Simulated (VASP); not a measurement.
A run of VASP 6.6.1 is set up as follows.

File INCAR:

```
SYSTEM = AgCl
PREC     = Accurate       ! precision mode
ENCUT    = 520            ! plane-wave cutoff, eV
EDIFF    = 1E-6           ! SCF threshold, eV
ISMEAR   = 0              ! smearing method
SIGMA    = 0.01           ! smearing width, eV
LREAL    = .False.        ! projectors in reciprocal space
LASPH    = .True.         ! aspherical terms in the spheres
NELM     = 100            ! most SCF steps
ALGO     = Normal         ! electronic algorithm
ISIF     = 2              ! what is computed and relaxed
LWAVE    = .False.        ! write WAVECAR
LCHARG   = .False.        ! write CHGCAR
GGA      = PE             ! functional
NBANDS   = 16             ! bands
```

The input KPOINTS:

```
Automatic mesh
0
Gamma
  8 8 8
  0 0 0
```

Contents of POSCAR:

```
AgCl
1.0
    3.3955880382      0.0000000000      0.0000000000
    0.0000000000      3.3955880382      0.0000000000
    0.0000000000      0.0000000000      3.3955880382
Ag Cl
1 1
Direct
    0.0000000000      0.0000000000      0.0000000000
    0.5000000000      0.5000000000      0.5000000000
```

Potentials or basis: VASP PAW PBE potentials, release 64 (Ag, Cl).

The run is started by

```bash
$ cat potpaw_PBE.64/Ag/POTCAR potpaw_PBE.64/Cl/POTCAR > POTCAR
$ mpirun -np 1 vasp_std > vasp.out
```

Q: Predict the pressure.

A: 1.5 GPa.

Q: What does it give for the band gap on the k mesh?

A: 0.58 eV (least direct gap 2.20 eV).

A k mesh can miss the band edges.
